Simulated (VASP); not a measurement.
A run of VASP 6.6.1 is set up as follows.

POSCAR

```
VO2
1.0
    4.5500000000      0.0000000000      0.0000000000
    0.0000000000      4.5500000000      0.0000000000
    0.0000000000      0.0000000000      2.8500000000
V O
2 4
Direct
    0.0000000000      0.0000000000      0.0000000000
    0.5000000000      0.5000000000      0.5000000000
    0.3000000000      0.3000000000      0.0000000000
    0.7000000000      0.7000000000      0.0000000000
    0.8000000000      0.2000000000      0.5000000000
    0.2000000000      0.8000000000      0.5000000000
```

The input INCAR.step1:

```
SYSTEM = VO2
PREC = Accurate
ENCUT = 660
ISMEAR = -1
SIGMA = 0.1
LREAL = .False.
LASPH = .True.
NELM = 200
ISPIN = 2
MAGMOM = 1 -1 0 0 0 0
LMAXMIX = 4
NBANDS = 38
GGA = PE
ALGO = Normal
EDIFF = 1E-5
LWAVE = .True.
LCHARG = .False.
GGA_COMPAT = .False.
```

Contents of INCAR.step2:

```
SYSTEM = VO2
PREC = Accurate
ENCUT = 660
EDIFF = 1E-6
ISMEAR = -1
SIGMA = 0.1
LREAL = .False.
LASPH = .True.
NELM = 200
ALGO = Normal
ISIF = 2
LWAVE = .False.
LCHARG = .True.
ISPIN = 2
MAGMOM = 1 -1 0 0 0 0
LORBIT = 11
LMAXMIX = 4
METAGGA = R2SCAN
LMIXTAU = .True.
LELF = .True.
LVHAR = .True.
NBANDS = 38
ISTART = 1
GGA_COMPAT = .False.
```

KPOINTS

```
Automatic mesh
0
Gamma
  3 3 4
  0 0 0
```

Potentials or basis: VASP PAW PBE potentials, release 64 (V_sv, O).

Launch:

```sh
$ cat potpaw_PBE.64/V_sv/POTCAR potpaw_PBE.64/O/POTCAR > POTCAR
$ cp INCAR.step1 INCAR
$ mpirun -np 1 vasp_std > vasp.out
$ cp INCAR.step2 INCAR
$ mpirun -np 1 vasp_std > vasp.out
```

What does it give for the net moment?

0.00 μB per cell.

What does it give for the band gap on the k mesh?

Zero (filled and empty bands overlap).

Estimate the site moments.

V +0.78, -0.78; O +0.03, -0.03 (each value once) μB.

Stress tensor (GPa, compression positive):
```
-1.25  0.00  0.00
 0.00 -1.25  0.00
 0.00  0.00 -3.09
```

Caveat: the k points lie up to 0.55 Å⁻¹ apart, too coarse for converged energies and pressures of a metal; the PAW data sets were made with another functional, which shifts forces and pressure a little; semilocal functionals often make such compounds metallic where correlation or magnetic order opens a gap, which also shifts bond lengths. With open d or f shells a metallic result of r2SCAN can be an artefact of self-interaction; +U or a hybrid may open a gap.
